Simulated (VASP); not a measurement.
# PbF2: single point with PBE

The system is PbF2.

```xyz
3
Lattice="0.0000 2.9699 2.9699 2.9699 0.0000 2.9699 2.9699 2.9699 0.0000" Properties=species:S:1:pos:R:3 pbc="T T T"
Pb    0.0722   -0.0722   -0.0722
F     1.4849    1.4849    1.4849
F     4.4548    4.4548    4.4548
```

This cell differs from its parent crystal: all Pb atoms moved +0.125 Å, as atom 1 towards its neighbour atom 2 (F) at 2.572 Å.

```
Program             : VASP 6.6.1
Task                : single point
Functional          : PBE
Potentials or basis : VASP PAW PBE potentials, release 64 (Pb_d, F)
Cutoff              : 520 eV
k mesh              : 8 × 8 × 8
Occupations         : gaussian, width 0.05 eV
Spin                : no spin polarisation
```

The pressure is 2.4 GPa and the largest force is 0.215 eV/Å. The band gap on the k mesh is 4.43 eV, indirect (least direct gap 4.58 eV).

Forces on the atoms (eV/Å):
```
Pb  -0.124  0.124  0.124
F    0.082 -0.082 -0.082
F    0.042 -0.042 -0.042
```

Stress tensor (GPa, compression positive):
```
 2.35 -0.16 -0.16
-0.16  2.35  0.16
-0.16  0.16  2.35
```

Levels at points of the mesh, in eV from the valence-band top:
```csv
k point,band 11,band 12,band 13,band 14,band 15,band 16,band 17,band 18
"(0.00, 0.00, 0.00)",-2.47,-1.95,-1.95,-1.93,6.76,6.76,6.85,10.60
"(0.50, 0.00, 0.00)",-2.66,-2.13,-2.13,-0.04,5.05,7.65,7.65,13.16
"(0.00, 0.50, 0.00)",-2.67,-2.12,-2.11,-0.03,5.01,7.64,7.70,13.18
"(0.50, 0.50, 0.00)",-1.61,-1.55,-1.48,-0.16,4.43,7.85,7.88,9.01
```

Run time: 2 min on 1 thread of AMD EPYC 7R13, with other jobs on the host, peak memory 0.18 GiB.

Caveat: the cell differs from its parent crystal (all Pb atoms moved +0.125 Å, as atom 1 towards its neighbour atom 2 (F) at 2.572 Å); spin-orbit coupling is left out, which moves the levels of the heavy elements. A k mesh can miss the band edges.
